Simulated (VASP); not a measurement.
# GeB2C3 (P-3m1) in VASP: notebook, part 2 of 2

VASP 6.6.1. Earlier steps stand in the parts before.

## (3) Single point, PBE

This run uses another cell than the first one, of 12.69 Å³/atom, 1.359 times its volume.

File INCAR:

```
PREC = Accurate ; ENCUT = 520
EDIFF = 1E-6 ; ISMEAR = 0
SIGMA = 0.1 ; LREAL = False
LASPH = True ; NELM = 80
ALGO = Normal ; ISIF = 2
LWAVE = False ; LCHARG = True
GGA = PE ; LELF = True
LVHAR = True ; NBANDS = 25
```

File KPOINTS:

```
regular mesh
0
Gamma
  6 6 2
```

File POSCAR:

```
GeB2C3
1.0
    3.2841412000      0.0000000000      0.0000000000
   -1.6420706000      2.8441497100      0.0000000000
    0.0000000000      0.0000000000      8.1492437700
Ge B C
1 2 3
Direct
    0.0000000000      0.0000000000      0.5000000000
    0.3333333300      0.6666666700      0.8271350300
    0.6666666700      0.3333333300      0.1728649700
    0.3333333300      0.6666666700      0.3480919900
    0.6666666700      0.3333333300      0.6519080100
    0.0000000000      0.0000000000      0.0000000000
```

Potentials or basis: VASP PAW PBE potentials, release 64 (Ge_d, B, C).

Launch:

```
> cat potpaw_PBE.64/Ge_d/POTCAR potpaw_PBE.64/B/POTCAR potpaw_PBE.64/C/POTCAR > POTCAR
> mpirun -np 1 vasp_std > vasp.out
```

OUTCAR:

```text
PREC = Accurate
   ENCUT = 520
   EDIFF = 1E-6
   ISMEAR = 0
   LREAL = False
   LASPH = True
   NELM = 80
   ISIF = 2
   GGA = PE

 ion  position               nearest neighbor table
   1  0.000  0.000  0.500-   4 2.26   5 2.26   5 2.26   4 2.26   5 2.26   4 2.26
   2  0.333  0.667  0.827-
   3  0.667  0.333  0.173-
   4  0.333  0.667  0.348-   1 2.26   1 2.26   1 2.26
   5  0.667  0.333  0.652-   1 2.26   1 2.26   1 2.26
   6  0.000  0.000  0.000-

  LATTYP: Found a hexagonal cell.
 ALAT       =     3.2841412000
 C/A-ratio  =     2.4813926301

  Lattice vectors:

 A1 = (   3.2841412000,   0.0000000000,   0.0000000000)
 A2 = (  -1.6420706000,   2.8441497100,   0.0000000000)
 A3 = (   0.0000000000,   0.0000000000,   8.1492437700)

Analysis of symmetry for initial positions (statically):
=====================================================================
 Subroutine PRICEL returns:
 Original cell was already a primitive cell.

 Routine SETGRP: Setting up the symmetry group for a
 hexagonal supercell.

 Subroutine GETGRP returns: Found 12 space group operations
 (whereof 12 operations were pure point group operations)
 out of a pool of 24 trial point group operations.

The static configuration has the point symmetry D_3d.

Analysis of symmetry for dynamics (positions and initial velocities):
=====================================================================
 Subroutine PRICEL returns:
 Original cell was already a primitive cell.

 Routine SETGRP: Setting up the symmetry group for a
 hexagonal supercell.

 Subroutine GETGRP returns: Found 12 space group operations
 (whereof 12 operations were pure point group operations)
 out of a pool of 24 trial point group operations.

The dynamic configuration has the point symmetry D_3d.

 Subroutine INISYM returns: Found 12 space group operations
 (whereof 12 operations are pure point group operations),
 and found     1 'primitive' translations

----------------------------------------------------------------------------------------

                                     Primitive cell

  volume of cell :      76.1187

  direct lattice vectors                    reciprocal lattice vectors
     3.284141200  0.000000000  0.000000000     0.304493607  0.175799466  0.000000000
    -1.642070600  2.844149710  0.000000000     0.000000000  0.351598932  0.000000000
     0.000000000  0.000000000  8.149243770     0.000000000  0.000000000  0.122710773

  length of vectors
     3.284141200  3.284141201  8.149243770     0.351598932  0.351598932  0.122710773

  position of ions in fractional coordinates (direct lattice)
     0.000000000  0.000000000  0.500000000
     0.333333330  0.666666670  0.827135030
     0.666666670  0.333333330  0.172864970
     0.333333330  0.666666670  0.348091990
     0.666666670  0.333333330  0.651908010
     0.000000000  0.000000000  0.000000000

  ion indices of the primitive-cell ions
   primitive index   ion index
                 1           1
[... 31 lines left out ...]

 Following reciprocal coordinates:
            Coordinates               Weight
  0.000000  0.000000  0.000000      1.000000
  0.166667  0.000000  0.000000      6.000000
  0.333333  0.000000  0.000000      6.000000
  0.500000 -0.000000  0.000000      3.000000
  0.166667  0.166667  0.000000      6.000000
  0.333333  0.166667  0.000000     12.000000
  0.333333  0.333333  0.000000      2.000000
  0.000000  0.000000  0.500000      1.000000
  0.166667  0.000000  0.500000      6.000000
  0.333333  0.000000  0.500000      6.000000
  0.500000 -0.000000  0.500000      3.000000
  0.166667  0.166667  0.500000      6.000000
  0.333333  0.166667  0.500000     12.000000
  0.333333  0.333333  0.500000      2.000000
   k-points           NKPTS =     14   k-points in BZ     NKDIM =     14   number of bands    NBANDS=     25
   number of dos      NEDOS =    301   number of ions     NIONS =      6
   total plane-waves  NPLWV =  36864
   dimension x,y,z NGX =    24 NGY =   24 NGZ =   64
   dimension x,y,z NGXF=    48 NGYF=   48 NGZF=  128
   ions per type =               1   2   3
   NGX,Y,Z   is equivalent  to a cutoff of  12.15, 12.15, 13.06 a.u.
   NGXF,Y,Z  is equivalent  to a cutoff of  24.30, 24.30, 26.11 a.u.
 SYSTEM =  unknown system
   PREC   = accura    normal or accurate (medium, high low for compatibility)
   ISTART =      0    job   : 0-new  1-cont  2-samecut
   ICHARG =      2    charge: 1-file 2-atom 10-const
   ISPIN  =      1    spin polarized calculation?
   LNONCOLLINEAR =      F non collinear calculations
   LSORBIT =      F    spin-orbit coupling
   LASPH  =      T    aspherical Exc in radial PAW
   ENCUT  =  520.0 eV  38.22 Ry    6.18 a.u.   6.11  6.11 15.15*2*pi/ulx,y,z
   NELM   =     80;   NELMIN=  2; NELMDL= -5     # of ELM steps
   EDIFF  = 0.1E-05   stopping-criterion for ELM
   LREAL  =      F    real-space projection
   EDIFFG = 0.1E-04   stopping-criterion for IOM
   NSW    =      0    number of steps for IOM
   IBRION =     -1    ionic relax: 0-MD 1-quasi-New 2-CG
   NFREE  =      0    steps in history (QN), initial steepest desc. (CG)
   ISIF   =      2    stress and relaxation
   ISYM   =      2    0-nonsym 1-usesym 2-fastsym
   POTIM  = 0.5000    time-step for ionic-motion
   TEBEG  =    0.0;   TEEND  =   0.0 temperature during run
   PSTRESS=    0.0 pullay stress
   NELECT =      32.0000    total number of electrons
   NUPDOWN=      -1.0000    fix difference up-down
   EMIN   =  10.00;   EMAX   =-10.00  energy-range for DOS
   EFERMI =   0.00;   METHOD = LEGACY
   ISMEAR =     0;   SIGMA  =   0.10  broadening in eV -4-tet -1-fermi 0-gaus
   EFERMI_NEDOS =   21; number of points for ismear=-14 and -15
   IALGO  =     38    algorithm
   IMIX   =      4    mixing-type and parameters
     AMIX     =   0.40;   BMIX     =  1.00
     AMIX_MAG =   1.60;   BMIX_MAG =  1.00
  volume/ion in A,a.u.               =      12.69        85.61
  Fermi-wavevector in a.u.,A,eV,Ry     =   1.226387  2.317536 20.463512  1.504026
  Thomas-Fermi vector in A             =   2.361390
   LORBIT       =      0    0 simple, 1 ext, 2 COOP (PROOUT), +10 PAW based schemes
   GGA     = PE    functional components
   LHFCALC =     F    Hartree Fock is set to
   AEXX    =    0.0000 exact exchange contribution
   IVDW    =     0    specifies the selected vdW correction
   LEPSILON=     F    determine dielectric tensor
   LRPA    =     F    only Hartree local field effects (RPA)
 non-spin polarized calculation
 Gauss-broadening in eV      SIGMA  =   0.10
  energy-cutoff  :      520.00
  volume of cell :       76.12
 maximum number of plane-waves:      2076
   NGX = 13   NGY = 13   NGZ = 31

 number of electron      31.9999976 magnetization

 Free energy of the ion-electron system (eV)
  ---------------------------------------------------
  ext. energy  EPLUGINS =         0.00000000
  ---------------------------------------------------
  free energy    TOTEN  =       -28.62670294 eV

  energy without entropy =      -28.60483644  energy(sigma->0) =      -28.61576969

 E-fermi :   3.2122     XC(G=0): -10.5309

 val. band max:        3.1773984410   @ k =   0.5000  -0.0000   0.5000
 cond. band min:       3.2783385897   @ k =   0.3333   0.0000   0.5000
 fundamental gap:      0.1009401488
 Fermi energy:         3.2122481936

 k-point     1 :       0.0000    0.0000    0.0000
  band No.  band energies     occupation
      1     -21.1603      2.00000
      2     -21.1603      2.00000
      3     -21.1463      2.00000
      4     -21.1260      2.00000
      5     -21.1260      2.00000
      6     -10.5735      2.00000
[... 381 lines left out ...]
     24      10.2563      0.00000
     25      10.2669      0.00000

------------------------ aborting loop because EDIFF is reached ----------------------------------------

  FORCE on cell =-STRESS in cart. coord.  units (eV):
  Direction    XX          YY          ZZ          XY          YZ          ZX
  --------------------------------------------------------------------------------------
  -------------------------------------------------------------------------------------
  Total      -16.0629759    -16.0629759    -17.6136769      0.0000000      0.0000000      0.0000000
  in kB     -338.0998720   -338.0998723   -370.7396400      0.0000000      0.0000000      0.0000000
  external PRESSURE =    -348.9797948 kB  Pullay stress =       0.0000000 kB

 VOLUME and BASIS-vectors are now :
 -----------------------------------------------------------------------------
  energy-cutoff  :      520.00
  volume of cell :       76.12
      direct lattice vectors                 reciprocal lattice vectors
     3.284141200  0.000000000  0.000000000     0.304493607  0.175799466  0.000000000
    -1.642070600  2.844149710  0.000000000     0.000000000  0.351598932  0.000000000
     0.000000000  0.000000000  8.149243770     0.000000000  0.000000000  0.122710773

 POSITION                                       TOTAL-FORCE (eV/Angst)
 -----------------------------------------------------------------------------------
      0.00000      0.00000      4.07462        -0.000000      0.000000      0.000000
     -0.00000      1.89610      6.74052         0.000000      0.000000      0.365666
      1.64207      0.94805      1.40872         0.000000     -0.000000     -0.365666
     -0.00000      1.89610      2.83669        -0.000000      0.000000     -1.067454
      1.64207      0.94805      5.31256         0.000000     -0.000000      1.067454
      0.00000      0.00000      0.00000        -0.000000      0.000000      0.000000
 -----------------------------------------------------------------------------------
    total drift:                               -0.000000     -0.000000      0.000000

  FREE ENERGIE OF THE ION-ELECTRON SYSTEM (eV)
  ---------------------------------------------------
  free  energy   TOTEN  =       -28.6267029431 eV

  energy  without entropy=      -28.6048364442  energy(sigma->0) =      -28.61576969
```

OSZICAR:

```text
N       E                     dE             d eps       ncg     rms          rms(c)
DAV:   1     0.192036731743E+03    0.19204E+03   -0.14362E+04   853   0.226E+03
DAV:   2     0.683108387193E-01   -0.19197E+03   -0.17829E+03   798   0.556E+02
DAV:   3    -0.281429490153E+02   -0.28211E+02   -0.27128E+02   874   0.112E+02
DAV:   4    -0.295895266371E+02   -0.14466E+01   -0.14310E+01   895   0.268E+01
DAV:   5    -0.296332789429E+02   -0.43752E-01   -0.43680E-01   951   0.461E+00    0.628E+00
DAV:   6    -0.295001177343E+02    0.13316E+00   -0.65217E+00  1167   0.137E+01    0.522E+00
DAV:   7    -0.286241634424E+02    0.87595E+00   -0.35200E+00  1099   0.761E+00    0.191E+00
DAV:   8    -0.286245884743E+02   -0.42503E-03   -0.32082E-01   797   0.287E+00    0.101E+00
DAV:   9    -0.286265899157E+02   -0.20014E-02   -0.47374E-02   871   0.134E+00    0.219E-01
DAV:  10    -0.286265964545E+02   -0.65388E-05   -0.41327E-03   933   0.348E-01    0.117E-01
DAV:  11    -0.286266381419E+02   -0.41687E-04   -0.54888E-04  1012   0.121E-01    0.620E-02
DAV:  12    -0.286267120787E+02   -0.73937E-04   -0.16339E-04   782   0.810E-02    0.197E-02
DAV:  13    -0.286267022620E+02    0.98168E-05   -0.30331E-05   990   0.268E-02    0.496E-03
DAV:  14    -0.286267029431E+02   -0.68115E-06   -0.36341E-06   775   0.127E-02
   1 F= -.28626703E+02 E0= -.28615770E+02  d E =-.218665E-01
```

stdout:

```text
POSCAR found type information on POSCAR GeB C
 POSCAR found :  3 types and       6 ions
 scaLAPACK will be used
 LDA part: xc-table for (Slater+PW92), standard interpolation
 POSCAR, INCAR and KPOINTS ok, starting setup
 FFT: planning ... GRIDC
 FFT: planning ... GRID_SOFT
 FFT: planning ... GRID
 WAVECAR not read
 entering main loop
```

Wall time 15 s (1 thread of AMD EPYC 9R45 (Zen 5), shared host); peak memory 0.16 GiB.

What came out:

* Free energy: -28.6267 eV
* Pressure: -34.9 GPa
* Largest force: 1.067 eV/Å
* Band gap on the k mesh: zero (band 16 reaches 4.36 eV, above the bottom of band 17 at 1.30 eV)

Forces on the atoms (eV/Å):
```
Ge   0.000  0.000  0.000
B    0.000  0.000  0.366
B    0.000  0.000 -0.366
C    0.000  0.000 -1.067
C    0.000  0.000  1.067
C    0.000  0.000  0.000
```

Stress tensor (GPa, compression positive):
```
-33.81   0.00   0.00
  0.00 -33.81   0.00
  0.00   0.00 -37.07
```

Levels at points of the mesh, in eV from the Fermi level:
| k point | band 12 | band 13 | band 14 | band 15 | band 16 | band 17 | band 18 | band 19 | band 20 | band 21 |
| --- | --- | --- | --- | --- | --- | --- | --- | --- | --- | --- |
| (0.00, 0.00, 0.00) | 0.29 | 0.32 | 0.43 | 0.43 | 1.10 | 1.10 | 1.12 | 3.62 | 4.04 | 4.04 |
| (0.50, 0.00, 0.00) | -2.56 | -2.21 | -1.92 | -1.09 | -1.09 | -0.19 | -0.11 | 1.72 | 1.91 | 4.51 |
| (0.00, 0.00, 0.50) | 0.28 | 0.28 | 0.42 | 0.42 | 1.15 | 1.15 | 2.71 | 2.89 | 3.61 | 3.61 |
| (0.50, 0.00, 0.50) | -3.60 | -3.09 | -2.11 | -0.97 | -0.34 | -0.03 | 0.89 | 0.95 | 3.41 | 3.50 |

Caveat: the k points lie up to 0.39 Å⁻¹ apart; forces of over 1 eV/Å act on the atoms, so gaps and moduli don't describe the material at rest.

## (4) Relaxation of cell and atoms, PBE

This run uses another cell than the first one, of 12.69 Å³/atom, 1.359 times its volume.

File INCAR:

```
PREC = Accurate
ENCUT = 600
EDIFF = 1E-6
ISMEAR = 0
SIGMA = 0.1
LREAL = F
LASPH = T
NELM = 80
ALGO = Normal
ISIF = 3
LWAVE = F
LCHARG = F
GGA = PE
IBRION = 2
NSW = 90
EDIFFG = -0.04
```

KPOINTS is that of step 3.

POSCAR is that of step 3.

Launch:

```
> cat potpaw_PBE.64/Ge_d/POTCAR potpaw_PBE.64/B/POTCAR potpaw_PBE.64/C/POTCAR > POTCAR
> mpirun -np 1 vasp_std > vasp.out
```

It took 5.6 min on 1 thread of AMD EPYC 9R45 (Zen 5), shared host; peak memory 0.22 GiB.

The run converged. Its results:

```
Free energy                            : -37.8829 eV
Relaxed volume                         : 9.29 Å³/atom
Relaxed cell                           : a = 2.748 Å, b = 2.748 Å, c = 8.520 Å, α = 90.00°, β = 90.00°, γ = 120.00°
Space group after relaxing (to 0.05 Å) : P-3m1 (No. 164)
Energy gained by relaxing              : 1542.6 meV/atom
Ionic steps                            : 25
Pressure after relaxing                : 0.1 GPa
Largest force after relaxing           : 0.035 eV/Å
Band gap on the k mesh                 : zero (band 16 reaches 8.49 eV, above the bottom of band 17 at 3.66 eV)
```

Forces on the atoms (eV/Å):
```
Ge   0.000  0.000  0.000
B    0.000  0.000 -0.032
B    0.000  0.000  0.032
C    0.000  0.000 -0.035
C    0.000  0.000  0.035
C    0.000  0.000  0.000
```

Stress tensor (GPa, compression positive):
```
-0.10  0.00  0.00
 0.00 -0.10  0.00
 0.00  0.00  0.44
```

Step by step:
```csv
step,energy change (eV),largest force (eV/Å),pressure (GPa),volume (Å³)
1,0.0000,1.0677,-34.94,76.12
2,-5.3586,4.6964,-11.32,49.52
3,-5.5359,5.6258,4.93,45.88
4,-6.8986,0.8794,37.73,39.07
5,-6.9779,1.9730,27.25,40.27
6,-7.4191,0.6259,-12.14,46.82
7,-7.4966,0.6391,-3.61,44.84
8,-7.4968,0.6626,-3.08,44.73
9,-7.5914,0.4559,-0.55,44.54
10,-7.6495,0.4174,2.84,44.35
11,-7.6885,0.3649,12.26,43.95
12,-7.7401,0.4080,11.74,44.41
13,-7.9498,0.6573,11.21,45.79
14,-8.4163,1.1082,9.49,48.59
15,-9.1588,0.5601,0.73,54.31
16,-9.1850,0.7272,-0.16,55.60
17,-9.1867,0.6884,-0.15,55.34
18,-9.2253,0.4306,0.72,55.32
19,-9.2412,0.1394,1.48,55.29
20,-9.2450,0.1471,-0.81,55.91
21,-9.2453,0.1345,-0.46,55.79
22,-9.2478,0.1225,-0.38,55.78
23,-9.2532,0.0838,-0.19,55.75
24,-9.2547,0.0633,0.27,55.70
25,-9.2556,0.0350,0.08,55.72
```

Final structure:
```
Ge B C
1.0
     2.74795    0.00000    0.00000
    -1.37397    2.37979    0.00000
     0.00000    0.00000    8.52028
Ge B C
1 2 3
Cartesian
  0.0000 0.0000 4.2601
  0.0000 1.5865 6.8018
  1.3740 0.7933 1.7185
  0.0000 1.5865 1.7615
  1.3740 0.7933 6.7587
  0.0000 0.0000 0.0000
```

Levels at points of the mesh, in eV from the Fermi level:
```
           k point  band 11  band 12  band 13  band 14  band 15  band 16  band 17  band 18  band 19  band 20
(0.00, 0.00, 0.00)    -0.58    -0.58    -0.53    -0.53    -0.51     0.15     2.20     2.20     5.03     8.70
(0.50, 0.00, 0.00)    -5.77    -4.89    -3.68    -3.24    -3.22    -1.15    -0.95     1.84     2.50     3.79
(0.00, 0.00, 0.50)    -3.41    -0.58    -0.58    -0.53    -0.53     2.20     2.20     2.86     3.95     8.51
(0.50, 0.00, 0.50)    -6.01    -4.95    -4.62    -3.67    -3.26     0.10     0.16     1.57     1.86     2.32
```

Caveat: the k points lie up to 0.44 Å⁻¹ apart in the final cell; the volume moved by over 15 % at a fixed basis, so the end points are rough.

## (5) Summary

| task | cell | cutoff (eV) | gap on the mesh (eV) | pressure (GPa) | largest force (eV/Å) |
| --- | --- | --- | --- | --- | --- |
| single point | a = 2.748, b = 2.748, c = 8.562 Å, angles 90.0, 90.0, 120.0°, 6 atoms | 520 | none | -0.2 | 0.03 |
| single point | a = 3.284, b = 3.284, c = 8.149 Å, angles 90.0, 90.0, 120.0°, 6 atoms | 520 | none | -34.9 | 1.07 |
| relaxation of cell and atoms | relaxed from a = 3.284, b = 3.284, c = 8.149 Å, angles 90.0, 90.0, 120.0°, 6 atoms | 600 | none | 0.1 | 0.04 |

Alike in all rows: level PBE; potentials or basis VASP PAW PBE potentials, release 64 (Ge_d, B, C); no spin polarisation; k mesh 6 × 6 × 2; smearing gaussian 0.1 eV.

Caveats: all runs use coarse meshes; forces of over 1 eV/Å act on the atoms, so gaps and moduli don't describe the material at rest (some runs); the volume moved by over 15 % at a fixed basis, so the end points are rough (some runs).

Absolute energies hang on the potentials; compare differences alone.
